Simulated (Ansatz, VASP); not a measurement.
**Two plane-wave programs on AlN**

```
Al N
1.0
     3.33694    0.00000    0.00000
    -1.66847    2.88988    0.00000
     0.00000    0.00000    4.05238
Al N
2 2
Direct
  0.33333 0.66667 0.75000
  0.66667 0.33333 0.25000
  0.33333 0.66667 0.25000
  0.66667 0.33333 0.75000
```

Alike in both runs: task single point; functional PBEsol; k mesh 9 × 9 × 6; occupations gaussian, width 0.05 eV; no spin polarisation.

```csv
,VASP,Ansatz
version,VASP 6.6.1,Ansatz 0.2.0
potentials or method,"VASP PAW PBE potentials, release 64 (Al, N), cutoff 520 eV","scalar-relativistic, plane waves, PAW"
valence electrons in the cell,16,16
```

|  | VASP | Ansatz | Ansatz less VASP |
| --- | --- | --- | --- |
| gap on the k mesh at the Fermi level (eV) | 3.43 | 3.41 | -0.012 |
| least direct gap on the mesh (eV) | 3.43 | 3.41 | -0.012 |
| pressure (GPa) | -0.4 | -0.4 | -0.01 |
| traceless stress, the component that is largest in VASP (GPa) | 4.61 | 4.56 | -0.051 |

VASP's potentials were made for PBE, not for PBEsol, and Ansatz warns of the same on its side.
